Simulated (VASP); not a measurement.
A run of VASP 6.6.1:

INCAR

```
SYSTEM = Be16Se5S11
PREC     = Accurate       ! precision mode
ENCUT    = 500            ! plane-wave cutoff, eV
EDIFF    = 1E-6           ! SCF threshold, eV
ISMEAR   = -1             ! smearing method
SIGMA    = 0.05           ! smearing width, eV
LREAL    = Auto         
LASPH    = .TRUE.         ! aspherical terms in the spheres
NELM     = 120            ! most SCF steps
ALGO     = Normal         ! electronic algorithm
ISIF     = 2              ! what is computed and relaxed
LWAVE    = .FALSE.        ! write WAVECAR
LCHARG   = .FALSE.        ! write CHGCAR
GGA      = PS             ! functional
ISYM     = -1           
NBANDS   = 166            ! bands
GGA_COMPAT= .FALSE.
```

The input KPOINTS:

```
explicit points
1
Reciprocal
  0.25000000   0.25000000   0.25000000 1
```

POSCAR

```
Be16Se5S11
1.0
    9.8573458395      0.0000000000      0.0000000000
    0.0000000000      9.8573458395      0.0000000000
    0.0000000000      0.0000000000      9.8573458395
Be S Se
32 22 10
Direct
    0.9997770000      0.9999710000      0.0013220000
    0.0021530000      0.9992520000      0.5006650000
    0.0014600000      0.4998750000      0.0019570000
    0.9994320000      0.4991320000      0.4905710000
    0.4895880000      0.9991250000      0.0011290000
    0.4951850000      0.0046940000      0.5053740000
    0.5101750000      0.4991770000      0.0017250000
    0.4944580000      0.5049550000      0.4954050000
    0.2441460000      0.2443400000      0.9969600000
    0.2426770000      0.2442330000      0.4961300000
    0.2427110000      0.7550130000      0.0063060000
    0.2533350000      0.7570240000      0.4955080000
    0.7568480000      0.2540440000      0.9967560000
    0.7503060000      0.2396800000      0.5007510000
    0.7552870000      0.7469020000      0.0062050000
    0.7613360000      0.7505300000      0.5003690000
    0.2476240000      0.9996890000      0.2506230000
    0.2480390000      0.9995420000      0.7502630000
    0.2435330000      0.5047770000      0.2537410000
    0.2432930000      0.4939340000      0.7563360000
    0.7607670000      0.9990150000      0.2496840000
    0.7556060000      0.0046890000      0.7467540000
    0.7559820000      0.5038390000      0.2453760000
    0.7512670000      0.4999060000      0.7603000000
    0.0001500000      0.2497110000      0.2490120000
    0.0057540000      0.2438870000      0.7547720000
    0.0016160000      0.7512750000      0.2503500000
    0.9954170000      0.7556770000      0.7563620000
    0.4938190000      0.2438890000      0.2557330000
    0.5051970000      0.2447890000      0.7561490000
    0.4957680000      0.7461590000      0.2445070000
    0.4940860000      0.7566100000      0.7450150000
    0.1234770000      0.1236000000      0.1259030000
    0.1249910000      0.1221500000      0.6260200000
    0.1224930000      0.6269170000      0.1273540000
    0.6256170000      0.1235160000      0.6275630000
    0.6284010000      0.6255200000      0.1259800000
    0.3703990000      0.8755180000      0.1273060000
    0.3718720000      0.8797130000      0.6244900000
    0.8785770000      0.3762590000      0.1246690000
    0.8798610000      0.8742410000      0.1260000000
    0.8785310000      0.8781360000      0.6262010000
    0.3702430000      0.1221830000      0.3773150000
    0.3719950000      0.1234940000      0.8750310000
    0.3719480000      0.6285520000      0.3727350000
    0.8797770000      0.1234180000      0.3757330000
    0.8785560000      0.1248190000      0.8762620000
    0.8785770000      0.6268680000      0.3716200000
    0.8772370000      0.6256120000      0.8803780000
    0.1235030000      0.3737410000      0.3728220000
    0.1222790000      0.3719470000      0.8791000000
    0.1250310000      0.8767930000      0.3745340000
    0.1234360000      0.8778850000      0.8776730000
    0.6287640000      0.3736760000      0.8777930000
    0.1235420000      0.6278400000      0.6248030000
    0.6267660000      0.1246660000      0.1246820000
    0.6268960000      0.6267120000      0.6259140000
    0.3722470000      0.3748890000      0.1258750000
    0.3734060000      0.3711300000      0.6260190000
    0.8770070000      0.3723630000      0.6270590000
    0.3734550000      0.6266400000      0.8787810000
    0.6267240000      0.3748910000      0.3744480000
    0.6255940000      0.8753710000      0.3755900000
    0.6265760000      0.8766170000      0.8763020000
```

Potentials or basis: VASP PAW PBE potentials, release 64 (Be, S, Se).

Command:

```sh
$ cat potpaw_PBE.64/Be/POTCAR potpaw_PBE.64/S/POTCAR potpaw_PBE.64/Se/POTCAR > POTCAR
$ mpirun -np 1 vasp_std > vasp.out
```

Hardware: 1 thread of Intel(R) Xeon(R) Platinum 8488C (Sapphire Rapids) (shared host).

Question: How long does it take, and how much memory?

Answer: Wall time 4.8 min on 1 thread of Intel(R) Xeon(R) Platinum 8488C (Sapphire Rapids), with other jobs on the host, peak memory 0.76 GiB. Counts: scf iterations 15, k points 1.
